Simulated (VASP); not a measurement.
# BN (F-43m) in VASP: notebook

Runs on BN. Level: LDA. Tasks: single point, relaxation of cell and atoms.

All numbers are computed with VASP 6.6.1; they aren't measurements. Logs are shortened: lines on timing, memory, paths and dates and some standing lists are left out, and cuts for length are marked.

## Step 1: The cell of the first run

The structure is cubic, space group F-43m (No. 216). Conventional cell: a = 3.581 Å, b = 3.581 Å, c = 3.581 Å, α = 90.00°, β = 90.00°, γ = 90.00°. B (site symmetry -43m) has 4 N at 1.55 Å within 2.1 Å. Within 2.1 Å of N (site symmetry -43m) lie 4 B at 1.55 Å.

## Step 2: Single point, LDA

Contents of INCAR:

```
SYSTEM = BN
  ALGO = Normal
  EDIFF = 1E-6
  ENCUT = 520
  ISIF = 2
  ISMEAR = 0
  LASPH = .TRUE.
  LCHARG = .FALSE.
  LREAL = .FALSE.
  LWAVE = .FALSE.
  NBANDS = 11
  NELM = 100
  PREC = Accurate
  SIGMA = 0.02
```

Contents of KPOINTS:

```
k-points
0
G
  12 12 12
  0 0 0
```

Contents of POSCAR:

```
BN
1.0
    0.0000000000      1.7902744181      1.7902744181
    1.7902744181      0.0000000000      1.7902744181
    1.7902744181      1.7902744181      0.0000000000
B N
1 1
Direct
    0.0000000000      0.0000000000      0.0000000000
    0.7500000000      0.7500000000      0.7500000000
```

Potentials or basis: VASP PAW LDA potentials, release 64 (B, N).

The run is started by

```
$ cat potpaw_LDA.64/B/POTCAR potpaw_LDA.64/N/POTCAR > POTCAR
$ mpirun -np 1 vasp_std > vasp.out
```

OUTCAR:

```text
SYSTEM = BN
   EDIFF = 1E-6
   ENCUT = 520
   ISIF = 2
   ISMEAR = 0
   LASPH = .TRUE.
   LREAL = .FALSE.
   NELM = 100
   PREC = Accurate

 ion  position               nearest neighbor table
   1  0.000  0.000  0.000-   2 1.55   2 1.55   2 1.55   2 1.55
   2  0.750  0.750  0.750-   1 1.55   1 1.55   1 1.55   1 1.55

  LATTYP: Found a face centered cubic cell.
 ALAT       =     3.5805488362

  Lattice vectors:

 A1 = (   0.0000000000,   1.7902744181,   1.7902744181)
 A2 = (   1.7902744181,   0.0000000000,   1.7902744181)
 A3 = (   1.7902744181,   1.7902744181,   0.0000000000)

Analysis of symmetry for initial positions (statically):
=====================================================================
 Subroutine PRICEL returns:
 Original cell was already a primitive cell.

 Routine SETGRP: Setting up the symmetry group for a
 face centered cubic supercell.

 Subroutine GETGRP returns: Found 24 space group operations
 (whereof 24 operations were pure point group operations)
 out of a pool of 48 trial point group operations.

The static configuration has the point symmetry T_d .

Analysis of symmetry for dynamics (positions and initial velocities):
=====================================================================
 Subroutine PRICEL returns:
 Original cell was already a primitive cell.

 Routine SETGRP: Setting up the symmetry group for a
 face centered cubic supercell.

 Subroutine GETGRP returns: Found 24 space group operations
 (whereof 24 operations were pure point group operations)
 out of a pool of 48 trial point group operations.

The dynamic configuration has the point symmetry T_d .

 Subroutine INISYM returns: Found 24 space group operations
 (whereof 24 operations are pure point group operations),
 and found     1 'primitive' translations

----------------------------------------------------------------------------------------

                                     Primitive cell

  volume of cell :      11.4760

  direct lattice vectors                    reciprocal lattice vectors
     0.000000000  1.790274418  1.790274418    -0.279286793  0.279286793  0.279286793
     1.790274418  0.000000000  1.790274418     0.279286793 -0.279286793  0.279286793
     1.790274418  1.790274418  0.000000000     0.279286793  0.279286793 -0.279286793

  length of vectors
     2.531830362  2.531830362  2.531830362     0.483738915  0.483738915  0.483738915

  position of ions in fractional coordinates (direct lattice)
     0.000000000  0.000000000  0.000000000
     0.750000000  0.750000000  0.750000000

  ion indices of the primitive-cell ions
   primitive index   ion index
                 1           1
                 2           2

----------------------------------------------------------------------------------------

 KPOINTS: k-points

Automatic generation of k-mesh.
 Grid dimensions read from file:
 generate k-points for:   12   12   12

 Generating k-lattice:

  Cartesian coordinates                     Fractional coordinates (reciprocal lattice)
    -0.023273899  0.023273899  0.023273899     0.083333333  0.000000000  0.000000000
     0.023273899 -0.023273899  0.023273899     0.000000000  0.083333333  0.000000000
     0.023273899  0.023273899 -0.023273899     0.000000000  0.000000000  0.083333333

  Length of vectors
     0.040311576  0.040311576  0.040311576

  Shift w.r.t. Gamma in fractional coordinates (k-lattice)
     0.000000000  0.000000000  0.000000000

 Subroutine IBZKPT returns following result:
 ===========================================

 Found     72 irreducible k-points:

 Following reciprocal coordinates:
            Coordinates               Weight
  0.000000  0.000000  0.000000      1.000000
  0.083333  0.000000  0.000000      8.000000
  0.166667  0.000000  0.000000      8.000000
  0.250000  0.000000  0.000000      8.000000
  0.333333  0.000000  0.000000      8.000000
  0.416667  0.000000  0.000000      8.000000
[... 16 lines left out ...]
  0.500000  0.166667  0.000000     24.000000
 -0.416667  0.166667  0.000000     24.000000
 [... further k-points ...]
   k-points           NKPTS =     72   k-points in BZ     NKDIM =     72   number of bands    NBANDS=     11
   number of dos      NEDOS =    301   number of ions     NIONS =      2
   total plane-waves  NPLWV =   8000
   dimension x,y,z NGX =    20 NGY =   20 NGZ =   20
   dimension x,y,z NGXF=    40 NGYF=   40 NGZF=   40
   ions per type =               1   1
   NGX,Y,Z   is equivalent  to a cutoff of  13.13, 13.13, 13.13 a.u.
   NGXF,Y,Z  is equivalent  to a cutoff of  26.26, 26.26, 26.26 a.u.
 SYSTEM =  BN
   PREC   = accura    normal or accurate (medium, high low for compatibility)
   ISTART =      0    job   : 0-new  1-cont  2-samecut
   ICHARG =      2    charge: 1-file 2-atom 10-const
   ISPIN  =      1    spin polarized calculation?
   LNONCOLLINEAR =      F non collinear calculations
   LSORBIT =      F    spin-orbit coupling
   LASPH  =      T    aspherical Exc in radial PAW
   ENCUT  =  520.0 eV  38.22 Ry    6.18 a.u.   4.71  4.71  4.71*2*pi/ulx,y,z
   NELM   =    100;   NELMIN=  2; NELMDL= -5     # of ELM steps
   EDIFF  = 0.1E-05   stopping-criterion for ELM
   LREAL  =      F    real-space projection
   EDIFFG = 0.1E-04   stopping-criterion for IOM
   NSW    =      0    number of steps for IOM
   IBRION =     -1    ionic relax: 0-MD 1-quasi-New 2-CG
   NFREE  =      0    steps in history (QN), initial steepest desc. (CG)
   ISIF   =      2    stress and relaxation
   ISYM   =      2    0-nonsym 1-usesym 2-fastsym
   POTIM  = 0.5000    time-step for ionic-motion
   TEBEG  =    0.0;   TEEND  =   0.0 temperature during run
   PSTRESS=    0.0 pullay stress
   NELECT =       8.0000    total number of electrons
   NUPDOWN=      -1.0000    fix difference up-down
   EMIN   =  10.00;   EMAX   =-10.00  energy-range for DOS
   EFERMI =   0.00;   METHOD = LEGACY
   ISMEAR =     0;   SIGMA  =   0.02  broadening in eV -4-tet -1-fermi 0-gaus
   EFERMI_NEDOS =   21; number of points for ismear=-14 and -15
   IALGO  =     38    algorithm
   IMIX   =      4    mixing-type and parameters
     AMIX     =   0.40;   BMIX     =  1.00
     AMIX_MAG =   1.60;   BMIX_MAG =  1.00
  volume/ion in A,a.u.               =       5.74        38.72
  Fermi-wavevector in a.u.,A,eV,Ry     =   1.451583  2.743094 28.668746  2.107093
  Thomas-Fermi vector in A             =   2.569064
   LORBIT       =      0    0 simple, 1 ext, 2 COOP (PROOUT), +10 PAW based schemes
   GGA     = CA    functional components
   LHFCALC =     F    Hartree Fock is set to
   AEXX    =    0.0000 exact exchange contribution
   IVDW    =     0    specifies the selected vdW correction
   LEPSILON=     F    determine dielectric tensor
   LRPA    =     F    only Hartree local field effects (RPA)
 non-spin polarized calculation
 Gauss-broadening in eV      SIGMA  =   0.02
  energy-cutoff  :      520.00
  volume of cell :       11.48
 maximum number of plane-waves:       331
   NGX =  9   NGY =  9   NGZ =  9

 number of electron       7.9999999 magnetization

 Free energy of the ion-electron system (eV)
  ---------------------------------------------------
  ext. energy  EPLUGINS =         0.00000000
  ---------------------------------------------------
  free energy    TOTEN  =       -19.41381620 eV

  energy without entropy =      -19.41381620  energy(sigma->0) =      -19.41381620

 E-fermi :   7.8573     XC(G=0): -13.2435

 val. band max:        7.7524940686   @ k =   0.0000   0.0000   0.0000
 cond. band min:      12.1295859212   @ k =   0.5000   0.5000   0.0000
 fundamental gap:      4.3770918526
 Fermi energy:         7.8572826528

 k-point     1 :       0.0000    0.0000    0.0000
  band No.  band energies     occupation
      1     -12.6461      2.00000
      2       7.7525      2.00000
      3       7.7525      2.00000
      4       7.7525      2.00000
      5      16.5712      0.00000
      6      16.5712      0.00000
      7      16.5712      0.00000
      8      18.6624      0.00000
      9      32.7882      0.00000
     10      35.8960      0.00000
     11      35.8960      0.00000

 k-point     2 :       0.0833    0.0000    0.0000
  band No.  band energies     occupation
      1     -12.4725      2.00000
      2       6.8293      2.00000
      3       7.5644      2.00000
      4       7.5644      2.00000
      5      16.8407      0.00000
      6      16.8548      0.00000
      7      16.8548      0.00000
      8      19.1749      0.00000
      9      32.4634      0.00000
     10      33.5062      0.00000
     11      33.5062      0.00000

 k-point     3 :       0.1667    0.0000    0.0000
  band No.  band energies     occupation
      1     -11.9578      2.00000
      2       4.6979      2.00000
      3       7.1084      2.00000
      4       7.1084      2.00000
      5      17.2758      0.00000
      6      17.5097      0.00000
      7      17.5097      0.00000
      8      20.3964      0.00000
      9      31.7639      0.00000
     10      31.9099      0.00000
     11      31.9099      0.00000

 k-point     4 :       0.2500    0.0000    0.0000
  band No.  band energies     occupation
      1     -11.1235      2.00000
      2       2.1839      2.00000
      3       6.5844      2.00000
      4       6.5844      2.00000
      5      17.6827      0.00000
      6      18.1279      0.00000
      7      18.1279      0.00000
      8      21.6133      0.00000
      9      31.2070      0.00000
     10      31.4989      0.00000
     11      31.4989      0.00000
[... 239 lines left out ...]
 k-point    22 :       0.4167    0.1667    0.0000
  band No.  band energies     occupation
      1      -9.0929      2.00000
      2      -0.5830      2.00000
      3       4.5602      2.00000
      4       4.6933      2.00000
      5      16.2867      0.00000
      6      20.4367      0.00000
      7      20.7271      0.00000
      8      21.7047      0.00000
      9      28.2138      0.00000
     10      34.2881      0.00000
     11      36.4198      0.00000

 k-point    23 :       0.5000    0.1667    0.0000
  band No.  band energies     occupation
      1      -8.0552      2.00000
      2      -2.2218      2.00000
      3       3.9570      2.00000
      4       4.7708      2.00000
      5      16.6298      0.00000
      6      20.4248      0.00000
      7      20.4703      0.00000
      8      23.0123      0.00000
      9      28.5674      0.00000
     10      34.4648      0.00000
     11      35.5976      0.00000

 k-point    24 :      -0.4167    0.1667    0.0000
  band No.  band energies     occupation
      1      -7.8505      2.00000
      2      -2.5127      2.00000
      3       3.5403      2.00000
      4       5.0978      2.00000
      5      17.0814      0.00000
      6      20.0651      0.00000
      7      20.2958      0.00000
      8      23.6473      0.00000
      9      28.8499      0.00000
     10      33.2892      0.00000
     11      34.7271      0.00000

 [... further k-points ...]
[... 5 lines left out ...]
  --------------------------------------------------------------------------------------
  -------------------------------------------------------------------------------------
  Total        0.0729750      0.0729750      0.0729750      0.0000000      0.0000000     -0.0000000
  in kB       10.1881655     10.1881655     10.1881655      0.0000000      0.0000000     -0.0000000
  external PRESSURE =      10.1881655 kB  Pullay stress =       0.0000000 kB

 VOLUME and BASIS-vectors are now :
 -----------------------------------------------------------------------------
  energy-cutoff  :      520.00
  volume of cell :       11.48
      direct lattice vectors                 reciprocal lattice vectors
     0.000000000  1.790274418  1.790274418    -0.279286793  0.279286793  0.279286793
     1.790274418  0.000000000  1.790274418     0.279286793 -0.279286793  0.279286793
     1.790274418  1.790274418  0.000000000     0.279286793  0.279286793 -0.279286793

 POSITION                                       TOTAL-FORCE (eV/Angst)
 -----------------------------------------------------------------------------------
      0.00000      0.00000      0.00000         0.000000      0.000000      0.000000
      2.68541      2.68541      2.68541        -0.000000     -0.000000     -0.000000
 -----------------------------------------------------------------------------------
    total drift:                                0.000000      0.000000      0.000000

  FREE ENERGIE OF THE ION-ELECTRON SYSTEM (eV)
  ---------------------------------------------------
  free  energy   TOTEN  =       -19.4138161977 eV

  energy  without entropy=      -19.4138161977  energy(sigma->0) =      -19.41381620
```

Wall time 5.4 s (1 thread of Intel Xeon Platinum 8488C (Sapphire Rapids), shared host); peak memory 0.11 GiB.

What came out:

```
Free energy            : -19.4138 eV
Pressure               : 1.0 GPa
Band gap on the k mesh : 4.38 eV, indirect (least direct gap 8.82 eV)
```

Levels at points of the mesh, in eV from the valence-band top:
```tsv
k point	band 1	band 2	band 3	band 4	band 5	band 6	band 7	band 8
(0.00, 0.00, 0.00)	-20.40	0.00	0.00	0.00	8.82	8.82	8.82	10.91
(0.50, 0.00, 0.00)	-15.98	-10.98	-2.00	-2.00	10.59	10.72	10.72	15.31
(0.50, 0.50, 0.00)	-14.56	-9.07	-5.07	-5.07	4.38	9.31	18.14	18.14
```

A k mesh can miss the band edges. Expect the measured gap to be larger: semilocal functionals such as LDA lack the derivative discontinuity.

## Step 3: Single point, LDA

Contents of INCAR:

```
SYSTEM = BN
PREC     = Accurate       ! precision mode
ENCUT    = 520            ! plane-wave cutoff, eV
EDIFF    = 1E-6           ! SCF threshold, eV
ISMEAR   = 0              ! smearing method
SIGMA    = 0.01           ! smearing width, eV
LREAL    = .False.        ! projectors in reciprocal space
LASPH    = .True.         ! aspherical terms in the spheres
NELM     = 100            ! most SCF steps
ALGO     = Normal         ! electronic algorithm
ISIF     = 2              ! what is computed and relaxed
LWAVE    = .False.        ! write WAVECAR
LCHARG   = .False.        ! write CHGCAR
GGA      = CA             ! functional
NBANDS   = 11             ! bands
```

Contents of KPOINTS:

```
Automatic mesh
0
Gamma
  12 12 12
  0 0 0
```

POSCAR is that of step 2.

Potentials or basis: VASP PAW LDA potentials, release 64 (B, N).

The run is started by

```
$ cat potpaw_LDA.64/B/POTCAR potpaw_LDA.64/N/POTCAR > POTCAR
$ mpirun -np 1 vasp_std > vasp.out
```

Run time: 5.4 s. Hardware: 1 thread of Intel Xeon Platinum 8488C (Sapphire Rapids), shared host; peak memory 0.12 GiB.

It converged, with:

```yaml
Free_energy: -19.4138 eV
Pressure: 1.0 GPa
Band_gap_on_the_k_mesh: 4.38 eV, indirect (least direct gap 8.82 eV)
```

Levels at points of the mesh, in eV from the valence-band top:
| k point | band 1 | band 2 | band 3 | band 4 | band 5 | band 6 | band 7 | band 8 | band 9 |
| --- | --- | --- | --- | --- | --- | --- | --- | --- | --- |
| (0.00, 0.00, 0.00) | -20.40 | 0.00 | 0.00 | 0.00 | 8.82 | 8.82 | 8.82 | 10.91 | 25.04 |
| (0.50, 0.00, 0.00) | -15.98 | -10.98 | -2.00 | -2.00 | 10.59 | 10.72 | 10.72 | 15.31 | 23.50 |
| (0.50, 0.50, 0.00) | -14.56 | -9.07 | -5.07 | -5.07 | 4.38 | 9.31 | 18.14 | 18.14 | 21.00 |

(Part 1 of 2 ends here.)
